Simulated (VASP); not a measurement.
# Mo (P6/mmm) in VASP: further runs

The runs below take Mo through single point, with LDA.

Everything below comes from runs of VASP 6.6.1. Logs are shortened: lines on timing, memory, paths and dates and some standing lists are left out, and cuts for length are marked.

### 1 The cell of the first run

It takes space group P6/mmm (No. 191, hexagonal). Conventional cell: a = 2.947 Å, b = 2.947 Å, c = 2.202 Å, α = 90.00°, β = 90.00°, γ = 120.00°. Mo (site symmetry 6/mmm) has 8 Mo at 2.20 to 2.95 Å within 3.0 Å.

This isn't the form of Mo at room conditions, which is bcc.

### 2 Single point, LDA

Input file INCAR:

```
SYSTEM = Mo
PREC = Accurate
ENCUT = 520
EDIFF = 1E-6
ISMEAR = 0
SIGMA = 0.15
LREAL = .FALSE.
LASPH = .TRUE.
NELM = 100
ALGO = Fast
ISIF = 2
LWAVE = .FALSE.
LCHARG = .FALSE.
GGA = CA
NBANDS = 13
```

Input file KPOINTS:

```
regular mesh
0
G
  24 24 20
  0 0 0
```

Input file POSCAR:

```
Mo
1.0
    2.9467392473      0.0000000000      0.0000000000
   -1.4733696237      2.5519510465      0.0000000000
    0.0000000000      0.0000000000      2.2019879758
Mo
1
Direct
    0.0000000000      0.0000000000      0.5000000000
```

Potentials or basis: VASP PAW LDA potentials, release 64 (Mo_sv).

The run is started by

```sh
cat potpaw_LDA.64/Mo_sv/POTCAR > POTCAR
mpirun -np 1 vasp_std > vasp.out
```

OUTCAR:

```text
SYSTEM = Mo
   PREC = Accurate
   ENCUT = 520
   EDIFF = 1E-6
   ISMEAR = 0
   LREAL = .FALSE.
   LASPH = .TRUE.
   NELM = 100
   ISIF = 2
   GGA = CA

 ion  position               nearest neighbor table
   1  0.000  0.000  0.500-

  LATTYP: Found a hexagonal cell.
 ALAT       =     2.9467392473
 C/A-ratio  =     0.7472625811

  Lattice vectors:

 A1 = (   2.9467392473,   0.0000000000,   0.0000000000)
 A2 = (  -1.4733696237,   2.5519510465,   0.0000000000)
 A3 = (   0.0000000000,   0.0000000000,   2.2019879758)

Analysis of symmetry for initial positions (statically):
=====================================================================
 Subroutine PRICEL returns:
 Original cell was already a primitive cell.

 Routine SETGRP: Setting up the symmetry group for a
 hexagonal supercell.

 Subroutine GETGRP returns: Found 24 space group operations
 (whereof 24 operations were pure point group operations)
 out of a pool of 24 trial point group operations.

The static configuration has the point symmetry D_6h.

Analysis of symmetry for dynamics (positions and initial velocities):
=====================================================================
 Subroutine PRICEL returns:
 Original cell was already a primitive cell.

 Routine SETGRP: Setting up the symmetry group for a
 hexagonal supercell.

 Subroutine GETGRP returns: Found 24 space group operations
 (whereof 24 operations were pure point group operations)
 out of a pool of 24 trial point group operations.

The dynamic configuration has the point symmetry D_6h.

 Subroutine INISYM returns: Found 24 space group operations
 (whereof 24 operations are pure point group operations),
 and found     1 'primitive' translations

----------------------------------------------------------------------------------------

                                     Primitive cell

  volume of cell :      16.5588

  direct lattice vectors                    reciprocal lattice vectors
     2.946739247  0.000000000  0.000000000     0.339358157  0.195928523  0.000000000
    -1.473369624  2.551951047  0.000000000     0.000000000  0.391857047  0.000000000
     0.000000000  0.000000000  2.201987976     0.000000000  0.000000000  0.454135087

  length of vectors
     2.946739247  2.946739247  2.201987976     0.391857047  0.391857047  0.454135087

  position of ions in fractional coordinates (direct lattice)
     0.000000000  0.000000000  0.500000000

  ion indices of the primitive-cell ions
   primitive index   ion index
                 1           1

----------------------------------------------------------------------------------------

 KPOINTS: regular mesh

Automatic generation of k-mesh.
 Grid dimensions read from file:
 generate k-points for:   24   24   20

 Generating k-lattice:

  Cartesian coordinates                     Fractional coordinates (reciprocal lattice)
     0.014139923  0.008163688  0.000000000     0.041666667  0.000000000  0.000000000
     0.000000000  0.016327377  0.000000000     0.000000000  0.041666667  0.000000000
     0.000000000  0.000000000  0.022706754     0.000000000  0.000000000  0.050000000

  Length of vectors
     0.016327377  0.016327377  0.022706754

  Shift w.r.t. Gamma in fractional coordinates (k-lattice)
     0.000000000  0.000000000  0.000000000

 Subroutine IBZKPT returns following result:
 ===========================================

 Found    671 irreducible k-points:

 Following reciprocal coordinates:
            Coordinates               Weight
  0.000000  0.000000  0.000000      1.000000
  0.041667 -0.000000  0.000000      6.000000
  0.083333  0.000000  0.000000      6.000000
  0.125000  0.000000  0.000000      6.000000
  0.166667 -0.000000  0.000000      6.000000
  0.208333  0.000000  0.000000      6.000000
[... 16 lines left out ...]
  0.416667  0.041667  0.000000     12.000000
  0.458333  0.041667  0.000000     12.000000
 [... further k-points ...]
   k-points           NKPTS =    671   k-points in BZ     NKDIM =    671   number of bands    NBANDS=     13
   number of dos      NEDOS =    301   number of ions     NIONS =      1
   total plane-waves  NPLWV =   9216
   dimension x,y,z NGX =    24 NGY =   24 NGZ =   16
   dimension x,y,z NGXF=    48 NGYF=   48 NGZF=   32
   ions per type =               1
   NGX,Y,Z   is equivalent  to a cutoff of  13.54, 13.54, 12.08 a.u.
   NGXF,Y,Z  is equivalent  to a cutoff of  27.08, 27.08, 24.16 a.u.
 SYSTEM =  Mo
   PREC   = accura    normal or accurate (medium, high low for compatibility)
   ISTART =      0    job   : 0-new  1-cont  2-samecut
   ICHARG =      2    charge: 1-file 2-atom 10-const
   ISPIN  =      1    spin polarized calculation?
   LNONCOLLINEAR =      F non collinear calculations
   LSORBIT =      F    spin-orbit coupling
   LASPH  =      T    aspherical Exc in radial PAW
   ENCUT  =  520.0 eV  38.22 Ry    6.18 a.u.   5.48  5.48  4.09*2*pi/ulx,y,z
   NELM   =    100;   NELMIN=  2; NELMDL= -5     # of ELM steps
   EDIFF  = 0.1E-05   stopping-criterion for ELM
   LREAL  =      F    real-space projection
   EDIFFG = 0.1E-04   stopping-criterion for IOM
   NSW    =      0    number of steps for IOM
   IBRION =     -1    ionic relax: 0-MD 1-quasi-New 2-CG
   NFREE  =      0    steps in history (QN), initial steepest desc. (CG)
   ISIF   =      2    stress and relaxation
   ISYM   =      2    0-nonsym 1-usesym 2-fastsym
   POTIM  = 0.5000    time-step for ionic-motion
   TEBEG  =    0.0;   TEEND  =   0.0 temperature during run
   PSTRESS=    0.0 pullay stress
   NELECT =      14.0000    total number of electrons
   NUPDOWN=      -1.0000    fix difference up-down
   EMIN   =  10.00;   EMAX   =-10.00  energy-range for DOS
   EFERMI =   0.00;   METHOD = LEGACY
   ISMEAR =     0;   SIGMA  =   0.15  broadening in eV -4-tet -1-fermi 0-gaus
   EFERMI_NEDOS =   21; number of points for ismear=-14 and -15
   IALGO  =     68    algorithm
   IMIX   =      4    mixing-type and parameters
     AMIX     =   0.40;   BMIX     =  1.00
     AMIX_MAG =   1.60;   BMIX_MAG =  1.00
  volume/ion in A,a.u.               =      16.56       111.74
  Fermi-wavevector in a.u.,A,eV,Ry     =   1.548013  2.925320 32.604229  2.396343
  Thomas-Fermi vector in A             =   2.653024
   LORBIT       =      0    0 simple, 1 ext, 2 COOP (PROOUT), +10 PAW based schemes
   GGA     = CA    functional components
   LHFCALC =     F    Hartree Fock is set to
   AEXX    =    0.0000 exact exchange contribution
   IVDW    =     0    specifies the selected vdW correction
   LEPSILON=     F    determine dielectric tensor
   LRPA    =     F    only Hartree local field effects (RPA)
 non-spin polarized calculation
 RMM-DIIS sequential band-by-band and
 Gauss-broadening in eV      SIGMA  =   0.15
  energy-cutoff  :      520.00
  volume of cell :       16.56
 maximum number of plane-waves:       466
 NGX is ok and might be reduce to    24

 number of electron      13.9999998 magnetization

 Free energy of the ion-electron system (eV)
  ---------------------------------------------------
  ext. energy  EPLUGINS =         0.00000000
  ---------------------------------------------------
  free energy    TOTEN  =       -10.78493970 eV

  energy without entropy =      -10.77438792  energy(sigma->0) =      -10.77966381

 E-fermi :  11.1880     XC(G=0): -13.1145

 val. band max:       11.1870554257   @ k =   0.1667  -0.0000   0.2500
 cond. band min:      11.1902040719   @ k =   0.2917   0.2917   0.3000
 fundamental gap:      0.0031486462
 Fermi energy:        11.1880108573

 k-point     1 :       0.0000    0.0000    0.0000
  band No.  band energies     occupation
      1     -49.6939      2.00000
      2     -23.3344      2.00000
      3     -23.3344      2.00000
      4     -21.2578      2.00000
      5       4.6084      2.00000
      6       6.3313      2.00000
      7       9.8485      2.00000
      8       9.8485      2.00000
      9      17.0046      0.00000
     10      17.0046      0.00000
     11      22.6833      0.00000
     12      29.5678      0.00000
     13      29.5678      0.00000

 k-point     2 :       0.0417   -0.0000    0.0000
  band No.  band energies     occupation
      1     -49.6922      2.00000
      2     -23.3479      2.00000
      3     -23.3375      2.00000
      4     -21.2569      2.00000
      5       4.6711      2.00000
      6       6.3394      2.00000
      7       9.7938      2.00000
      8       9.8982      2.00000
      9      16.9771      0.00000
     10      16.9991      0.00000
     11      22.8138      0.00000
     12      29.3698      0.00000
     13      29.4534      0.00000

 k-point     3 :       0.0833    0.0000    0.0000
  band No.  band energies     occupation
      1     -49.6873      2.00000
      2     -23.3874      2.00000
      3     -23.3465      2.00000
      4     -21.2543      2.00000
      5       4.8554      2.00000
      6       6.3630      2.00000
      7       9.6415      2.00000
      8      10.0460      2.00000
      9      16.8973      0.00000
     10      16.9832      0.00000
     11      23.1873      0.00000
     12      28.8333      0.00000
     13      29.1235      0.00000
[... 305 lines left out ...]
 k-point    23 :       0.4167    0.0417    0.0000
  band No.  band energies     occupation
      1     -49.5982      2.00000
      2     -24.0607      2.00000
      3     -23.5141      2.00000
      4     -21.2067      2.00000
      5       6.5337      2.00000
      6       6.8533      2.00000
      7      11.0059      1.91403
      8      13.9246      0.00000
      9      15.6663      0.00000
     10      16.6904      0.00000
     11      19.4294      0.00000
     12      22.8406      0.00000
     13      30.9600      0.00000

 k-point    24 :       0.4583    0.0417    0.0000
  band No.  band energies     occupation
      1     -49.5949      2.00000
      2     -24.0848      2.00000
      3     -23.5202      2.00000
      4     -21.2049      2.00000
      5       6.4990      2.00000
      6       6.8669      2.00000
      7      11.3502      0.12628
      8      14.1705      0.00000
      9      15.6258      0.00000
     10      16.6798      0.00000
     11      18.9577      0.00000
     12      22.5355      0.00000
     13      31.0298      0.00000

 [... further k-points ...]

------------------------ aborting loop because EDIFF is reached ----------------------------------------

  FORCE on cell =-STRESS in cart. coord.  units (eV):
  Direction    XX          YY          ZZ          XY          YZ          ZX
  --------------------------------------------------------------------------------------
  -------------------------------------------------------------------------------------
  Total       -1.9831967     -1.9831967      7.1909831      0.0000000      0.0000000      0.0000000
  in kB     -191.8878061   -191.8878061    695.7766678      0.0000000      0.0000000      0.0000000
  external PRESSURE =     104.0003518 kB  Pullay stress =       0.0000000 kB

 VOLUME and BASIS-vectors are now :
 -----------------------------------------------------------------------------
  energy-cutoff  :      520.00
  volume of cell :       16.56
      direct lattice vectors                 reciprocal lattice vectors
     2.946739247  0.000000000  0.000000000     0.339358157  0.195928523  0.000000000
    -1.473369624  2.551951047  0.000000000     0.000000000  0.391857047  0.000000000
     0.000000000  0.000000000  2.201987976     0.000000000  0.000000000  0.454135087

 POSITION                                       TOTAL-FORCE (eV/Angst)
 -----------------------------------------------------------------------------------
      0.00000      0.00000      1.10099         0.000000      0.000000      0.000000
 -----------------------------------------------------------------------------------
    total drift:                                0.000000     -0.000000      0.000000

  FREE ENERGIE OF THE ION-ELECTRON SYSTEM (eV)
  ---------------------------------------------------
  free  energy   TOTEN  =       -10.7849396984 eV

  energy  without entropy=      -10.7743879177  energy(sigma->0) =      -10.77966381
```

Wall time 31 s (1 thread of Intel Xeon 6975P-C (Granite Rapids), shared host); peak memory 0.23 GiB.

What came out:

```
Free energy            : -10.7849 eV
Pressure               : 10.4 GPa
Band gap on the k mesh : zero (bands 7 and 8 overlap by 2.26 eV)
```

Caveat: the stress differs along the axes, from -19 to 70 GPa.

### 3 Single point, LDA

This run uses another cell than the first one, of the same volume but with other edges.

INCAR, as its differences from that of step 2:

```diff
@@ -13,3 +13,2 @@
 LCHARG = .FALSE.
-GGA = CA
 NBANDS = 13
```

Input file KPOINTS:

```
Automatic mesh
0
G
  24 24 20
  0 0 0
```

Input file POSCAR:

```
Mo
1.0
    2.5064396513      0.0000000000      0.0000000000
   -1.2532198256      2.1706404110      0.0000000000
    0.0000000000      0.0000000000      3.0435739151
Mo
1
Direct
    0.0000000000      0.0000000000      0.5000000000
```

Potentials or basis: VASP PAW LDA potentials, release 64 (Mo_sv).

The run is started by

```sh
cat potpaw_LDA.64/Mo_sv/POTCAR > POTCAR
mpirun -np 1 vasp_std > vasp.out
```

Wall time 40 s (1 thread of Intel Xeon 6975P-C (Granite Rapids), shared host); peak memory 0.23 GiB.

Results (log left out):

| Quantity | Value |
| --- | --- |
| Free energy | -10.6525 eV |
| Pressure | 13.2 GPa |
| Band gap on the k mesh | zero (bands 7 and 8 overlap by 2.92 eV) |

Stress tensor (GPa, compression positive):
```
 32.70   0.00   0.00
  0.00  32.70   0.00
  0.00   0.00 -25.75
```

Levels at points of the mesh, in eV from the Fermi level:
```csv
k point,band 4,band 5,band 6,band 7,band 8,band 9,band 10,band 11
"(0.00, 0.00, 0.00)",-33.52,-6.60,-4.50,-0.89,-0.89,4.05,4.05,10.07
"(0.50, 0.00, 0.00)",-34.18,-5.78,-2.21,-1.43,2.60,2.71,6.50,12.57
"(0.00, 0.00, 0.50)",-33.50,-5.02,-1.50,-0.72,-0.72,3.19,3.19,4.50
"(0.50, 0.00, 0.50)",-34.15,-5.38,-5.18,1.48,4.34,5.83,6.55,7.85
```

Caveat: the stress differs along the axes, from -26 to 33 GPa.
